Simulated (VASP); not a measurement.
# WC (P-6m2) in VASP: notebook

WC is run at these levels: PBE; tasks: single point.

All numbers are computed with VASP 6.6.1; they aren't measurements. Logs are shortened: lines on timing, memory, paths and dates and some standing lists are left out, and cuts for length are marked.

## (1) The cell of the first run

The structure is hexagonal, space group P-6m2 (No. 187). The conventional cell has a = 2.922 Å, b = 2.922 Å, c = 2.847 Å, α = 90.00°, β = 90.00°, γ = 120.00°. W (site symmetry -6m2) has 6 C at 2.21 Å and 2 W at 2.85 Å within 2.9 Å. C (site symmetry -6m2) has 6 W at 2.21 Å and 2 C at 2.85 Å within 2.9 Å.

## (2) Single point, PBE

File INCAR:

```
SYSTEM = WC
PREC = Accurate ; ENCUT = 520
EDIFF = 1E-6 ; ISMEAR = 0
SIGMA = 0.1 ; LREAL = .False.
LASPH = .True. ; NELM = 80
ALGO = Normal ; ISIF = 2
LWAVE = .False. ; LCHARG = .True.
GGA = PE ; LELF = .True.
LVHAR = .True. ; NBANDS = 16
```

File KPOINTS:

```
regular mesh
0
Gamma
  18 18 18
  0 0 0
```

File POSCAR:

```
WC
1.0
    2.9220155596      0.0000000000      0.0000000000
   -1.4610077798      2.5305397049      0.0000000000
    0.0000000000      0.0000000000      2.8467954235
W C
1 1
Direct
    0.0000000000      0.0000000000      0.0000000000
    0.3333333333      0.6666666667      0.5000000000
```

Potentials or basis: VASP PAW PBE potentials, release 64 (W_sv, C).

Launch:

```sh
cat potpaw_PBE.64/W_sv/POTCAR potpaw_PBE.64/C/POTCAR > POTCAR
mpirun -np 1 vasp_std > vasp.out
```

OUTCAR:

```text
SYSTEM = WC
   PREC = Accurate
   ENCUT = 520
   EDIFF = 1E-6
   ISMEAR = 0
   LREAL = .False.
   LASPH = .True.
   NELM = 80
   ISIF = 2
   GGA = PE

 ion  position               nearest neighbor table
   1  0.000  0.000  0.000-   2 2.21   2 2.21   2 2.21   2 2.21   2 2.21   2 2.21
   2  0.333  0.667  0.500-   1 2.21   1 2.21   1 2.21   1 2.21   1 2.21   1 2.21

  LATTYP: Found a hexagonal cell.
 ALAT       =     2.9220155596
 C/A-ratio  =     0.9742574485

  Lattice vectors:

 A1 = (   2.9220155596,   0.0000000000,   0.0000000000)
 A2 = (  -1.4610077798,   2.5305397049,   0.0000000000)
 A3 = (   0.0000000000,   0.0000000000,   2.8467954235)

Analysis of symmetry for initial positions (statically):
=====================================================================
 Subroutine PRICEL returns:
 Original cell was already a primitive cell.

 Routine SETGRP: Setting up the symmetry group for a
 hexagonal supercell.

 Subroutine GETGRP returns: Found 12 space group operations
 (whereof 12 operations were pure point group operations)
 out of a pool of 24 trial point group operations.

The static configuration has the point symmetry D_3h.

Analysis of symmetry for dynamics (positions and initial velocities):
=====================================================================
 Subroutine PRICEL returns:
 Original cell was already a primitive cell.

 Routine SETGRP: Setting up the symmetry group for a
 hexagonal supercell.

 Subroutine GETGRP returns: Found 12 space group operations
 (whereof 12 operations were pure point group operations)
 out of a pool of 24 trial point group operations.

The dynamic configuration has the point symmetry D_3h.

 Subroutine INISYM returns: Found 12 space group operations
 (whereof 12 operations are pure point group operations),
 and found     1 'primitive' translations

----------------------------------------------------------------------------------------

                                     Primitive cell

  volume of cell :      21.0500

  direct lattice vectors                    reciprocal lattice vectors
     2.922015560  0.000000000  0.000000000     0.342229526  0.197586309  0.000000000
    -1.461007780  2.530539705  0.000000000     0.000000000  0.395172618  0.000000000
     0.000000000  0.000000000  2.846795424     0.000000000  0.000000000  0.351272168

  length of vectors
     2.922015560  2.922015560  2.846795424     0.395172618  0.395172618  0.351272168

  position of ions in fractional coordinates (direct lattice)
     0.000000000  0.000000000  0.000000000
     0.333333333  0.666666667  0.500000000

  ion indices of the primitive-cell ions
   primitive index   ion index
                 1           1
                 2           2

----------------------------------------------------------------------------------------

 KPOINTS: regular mesh

Automatic generation of k-mesh.
 Grid dimensions read from file:
 generate k-points for:   18   18   18

 Generating k-lattice:

  Cartesian coordinates                     Fractional coordinates (reciprocal lattice)
     0.019012751  0.010977017  0.000000000     0.055555556  0.000000000  0.000000000
     0.000000000  0.021954034  0.000000000     0.000000000  0.055555556  0.000000000
     0.000000000  0.000000000  0.019515120     0.000000000  0.000000000  0.055555556

  Length of vectors
     0.021954034  0.021954034  0.019515120

  Shift w.r.t. Gamma in fractional coordinates (k-lattice)
     0.000000000  0.000000000  0.000000000

 Subroutine IBZKPT returns following result:
 ===========================================

 Found    370 irreducible k-points:

 Following reciprocal coordinates:
            Coordinates               Weight
  0.000000  0.000000  0.000000      1.000000
  0.055556  0.000000  0.000000      6.000000
  0.111111  0.000000  0.000000      6.000000
  0.166667  0.000000  0.000000      6.000000
  0.222222  0.000000  0.000000      6.000000
  0.277778 -0.000000  0.000000      6.000000
[... 16 lines left out ...]
  0.333333  0.111111  0.000000     12.000000
  0.388889  0.111111  0.000000     12.000000
 [... further k-points ...]
   k-points           NKPTS =    370   k-points in BZ     NKDIM =    370   number of bands    NBANDS=     16
   number of dos      NEDOS =    301   number of ions     NIONS =      2
   total plane-waves  NPLWV =  13824
   dimension x,y,z NGX =    24 NGY =   24 NGZ =   24
   dimension x,y,z NGXF=    48 NGYF=   48 NGZF=   48
   ions per type =               1   1
   NGX,Y,Z   is equivalent  to a cutoff of  13.65, 13.65, 14.02 a.u.
   NGXF,Y,Z  is equivalent  to a cutoff of  27.31, 27.31, 28.03 a.u.
 SYSTEM =  WC
   PREC   = accura    normal or accurate (medium, high low for compatibility)
   ISTART =      0    job   : 0-new  1-cont  2-samecut
   ICHARG =      2    charge: 1-file 2-atom 10-const
   ISPIN  =      1    spin polarized calculation?
   LNONCOLLINEAR =      F non collinear calculations
   LSORBIT =      F    spin-orbit coupling
   LASPH  =      T    aspherical Exc in radial PAW
   ENCUT  =  520.0 eV  38.22 Ry    6.18 a.u.   5.43  5.43  5.29*2*pi/ulx,y,z
   NELM   =     80;   NELMIN=  2; NELMDL= -5     # of ELM steps
   EDIFF  = 0.1E-05   stopping-criterion for ELM
   LREAL  =      F    real-space projection
   EDIFFG = 0.1E-04   stopping-criterion for IOM
   NSW    =      0    number of steps for IOM
   IBRION =     -1    ionic relax: 0-MD 1-quasi-New 2-CG
   NFREE  =      0    steps in history (QN), initial steepest desc. (CG)
   ISIF   =      2    stress and relaxation
   ISYM   =      2    0-nonsym 1-usesym 2-fastsym
   POTIM  = 0.5000    time-step for ionic-motion
   TEBEG  =    0.0;   TEEND  =   0.0 temperature during run
   PSTRESS=    0.0 pullay stress
   NELECT =      18.0000    total number of electrons
   NUPDOWN=      -1.0000    fix difference up-down
   EMIN   =  10.00;   EMAX   =-10.00  energy-range for DOS
   EFERMI =   0.00;   METHOD = LEGACY
   ISMEAR =     0;   SIGMA  =   0.10  broadening in eV -4-tet -1-fermi 0-gaus
   EFERMI_NEDOS =   21; number of points for ismear=-14 and -15
   IALGO  =     38    algorithm
   IMIX   =      4    mixing-type and parameters
     AMIX     =   0.40;   BMIX     =  1.00
     AMIX_MAG =   1.60;   BMIX_MAG =  1.00
  volume/ion in A,a.u.               =      10.52        71.03
  Fermi-wavevector in a.u.,A,eV,Ry     =   1.553871  2.936391 32.851481  2.414516
  Thomas-Fermi vector in A             =   2.658039
   LORBIT       =      0    0 simple, 1 ext, 2 COOP (PROOUT), +10 PAW based schemes
   GGA     = PE    functional components
   LHFCALC =     F    Hartree Fock is set to
   AEXX    =    0.0000 exact exchange contribution
   IVDW    =     0    specifies the selected vdW correction
   LEPSILON=     F    determine dielectric tensor
   LRPA    =     F    only Hartree local field effects (RPA)
 non-spin polarized calculation
 Gauss-broadening in eV      SIGMA  =   0.10
  energy-cutoff  :      520.00
  volume of cell :       21.05
 maximum number of plane-waves:       587
 NGX is ok and might be reduce to    24
   NGX = 11   NGY = 11   NGZ = 11

 number of electron      18.0000000 magnetization

 Free energy of the ion-electron system (eV)
  ---------------------------------------------------
  ext. energy  EPLUGINS =         0.00000000
  ---------------------------------------------------
  free energy    TOTEN  =       -22.44943682 eV

  energy without entropy =      -22.44780072  energy(sigma->0) =      -22.44861877

 E-fermi :  10.8721     XC(G=0): -13.7204

 val. band max:       10.8699695525   @ k =   0.3333   0.2778   0.0556
 cond. band min:      10.8995145464   @ k =   0.3333   0.2222   0.0000
 fundamental gap:      0.0295449939
 Fermi energy:        10.8720630509

 k-point     1 :       0.0000    0.0000    0.0000
  band No.  band energies     occupation
      1     -63.1589      2.00000
      2     -27.1348      2.00000
      3     -27.0451      2.00000
      4     -27.0451      2.00000
      5      -3.4647      2.00000
      6       6.6463      2.00000
[... 8 lines left out ...]
     15      25.0920      0.00000
     16      27.4716      0.00000

 k-point     2 :       0.0556    0.0000    0.0000
  band No.  band energies     occupation
      1     -63.1573      2.00000
      2     -27.1317      2.00000
      3     -27.0696      2.00000
      4     -27.0507      2.00000
      5      -3.3848      2.00000
      6       6.6755      2.00000
[... 8 lines left out ...]
     15      24.9106      0.00000
     16      27.6408      0.00000

 k-point     3 :       0.1111    0.0000    0.0000
  band No.  band energies     occupation
      1     -63.1526      2.00000
      2     -27.1395      2.00000
      3     -27.1227      2.00000
      4     -27.0666      2.00000
      5      -3.1511      2.00000
      6       6.6408      2.00000
[... 8 lines left out ...]
     15      24.6093      0.00000
     16      28.1287      0.00000

 k-point     4 :       0.1667    0.0000    0.0000
  band No.  band energies     occupation
      1     -63.1454      2.00000
      2     -27.2452      2.00000
      3     -27.1089      2.00000
      4     -27.0909      2.00000
      5      -2.7817      2.00000
      6       6.2603      2.00000
[... 8 lines left out ...]
     15      24.4535      0.00000
     16      28.8812      0.00000
[... 324 lines left out ...]
 k-point    22 :       0.2778    0.1111    0.0000
  band No.  band energies     occupation
      1     -63.1160      2.00000
      2     -27.6253      2.00000
      3     -27.2271      2.00000
      4     -27.0521      2.00000
      5      -1.0202      2.00000
      6       4.6489      2.00000
[... 8 lines left out ...]
     15      25.8374      0.00000
     16      27.2790      0.00000

 k-point    23 :       0.3333    0.1111    0.0000
  band No.  band energies     occupation
      1     -63.1092      2.00000
      2     -27.7104      2.00000
      3     -27.2575      2.00000
      4     -27.0389      2.00000
      5      -0.5149      2.00000
      6       4.3051      2.00000
[... 8 lines left out ...]
     15      25.3250      0.00000
     16      27.5322      0.00000

 k-point    24 :       0.3889    0.1111    0.0000
  band No.  band energies     occupation
      1     -63.1048      2.00000
      2     -27.7653      2.00000
      3     -27.2773      2.00000
      4     -27.0303      2.00000
      5      -0.1458      2.00000
      6       4.0744      2.00000
[... 8 lines left out ...]
     15      24.4765      0.00000
     16      28.2041      0.00000

 [... further k-points ...]
[... 5 lines left out ...]
  --------------------------------------------------------------------------------------
  -------------------------------------------------------------------------------------
  Total        0.1253922      0.1253922      0.1644538      0.0000000     -0.0000000     -0.0000000
  in kB        9.5439687      9.5439687     12.5170653      0.0000000     -0.0000000     -0.0000000
  external PRESSURE =      10.5350009 kB  Pullay stress =       0.0000000 kB

 VOLUME and BASIS-vectors are now :
 -----------------------------------------------------------------------------
  energy-cutoff  :      520.00
  volume of cell :       21.05
      direct lattice vectors                 reciprocal lattice vectors
     2.922015560  0.000000000  0.000000000     0.342229526  0.197586309  0.000000000
    -1.461007780  2.530539705  0.000000000     0.000000000  0.395172618  0.000000000
     0.000000000  0.000000000  2.846795424     0.000000000  0.000000000  0.351272168

 POSITION                                       TOTAL-FORCE (eV/Angst)
 -----------------------------------------------------------------------------------
      0.00000      0.00000      0.00000         0.000000      0.000000      0.000000
     -0.00000      1.68703      1.42340        -0.000000     -0.000000      0.000000
 -----------------------------------------------------------------------------------
    total drift:                               -0.000000      0.000000     -0.000000

  FREE ENERGIE OF THE ION-ELECTRON SYSTEM (eV)
  ---------------------------------------------------
  free  energy   TOTEN  =       -22.4494368153 eV

  energy  without entropy=      -22.4478007208  energy(sigma->0) =      -22.44861877
```

Run time: 50 s. Hardware: 1 thread of Intel Xeon 6975P-C (Granite Rapids), shared host; peak memory 0.24 GiB.

What came out:

| Quantity | Value |
| --- | --- |
| Free energy | -22.4494 eV |
| Pressure | 1.1 GPa |
| Band gap on the k mesh | zero (band 9 reaches 11.54 eV, above the bottom of band 10 at 10.31 eV) |

Caveat: spin-orbit coupling is left out, which moves the levels of the heavy elements.

## (3) Single point, PBE

File INCAR:

```
SYSTEM = WC
PREC = Accurate ; ENCUT = 910
EDIFF = 1E-6 ; ISMEAR = 0
SIGMA = 0.1 ; LREAL = .False.
LASPH = .True. ; NELM = 120
ALGO = Normal ; ISIF = 2
LWAVE = .False. ; LCHARG = .True.
GGA = PE ; LELF = .True.
LVHAR = .True. ; NBANDS = 16
GGA_COMPAT = .False.
```

KPOINTS is that of step 2.

POSCAR is that of step 2.

Potentials or basis: VASP PAW PBE potentials, release 64 (W_sv, C_h).

Launch:

```sh
cat potpaw_PBE.64/W_sv/POTCAR potpaw_PBE.64/C_h/POTCAR > POTCAR
mpirun -np 1 vasp_std > vasp.out
```

It took 1.9 min on 1 thread of Intel Xeon 6975P-C (Granite Rapids), shared host; peak memory 0.4 GiB.

It converged, with:

| Quantity | Value |
| --- | --- |
| Free energy | -22.4561 eV |
| Pressure | 0.9 GPa |
| Band gap on the k mesh | zero (band 9 reaches 11.86 eV, above the bottom of band 10 at 10.64 eV) |

Stress tensor (GPa, compression positive):
```
0.83 0.00 0.00
0.00 0.83 0.00
0.00 0.00 1.11
```

Levels at points of the mesh, in eV from the Fermi level:
| k point | band 7 | band 8 | band 9 | band 10 | band 11 | band 12 |
| --- | --- | --- | --- | --- | --- | --- |
| (0.00, 0.00, 0.00) | -3.28 | -3.28 | 0.11 | 3.18 | 3.18 | 5.56 |
| (0.50, 0.00, 0.00) | -3.53 | -3.50 | -0.47 | 2.31 | 4.44 | 4.78 |
| (0.00, 0.00, 0.50) | -1.99 | -1.99 | -0.56 | -0.56 | 3.64 | 4.48 |
| (0.50, 0.00, 0.50) | -4.25 | -4.15 | 0.26 | 4.33 | 5.21 | 6.51 |

Caveat: the cutoff is under 1.25 times the usual one of these potentials, so pressure, stress and relaxed cells hold a basis-set (Pulay) error; spin-orbit coupling is left out, which moves the levels of the heavy elements.
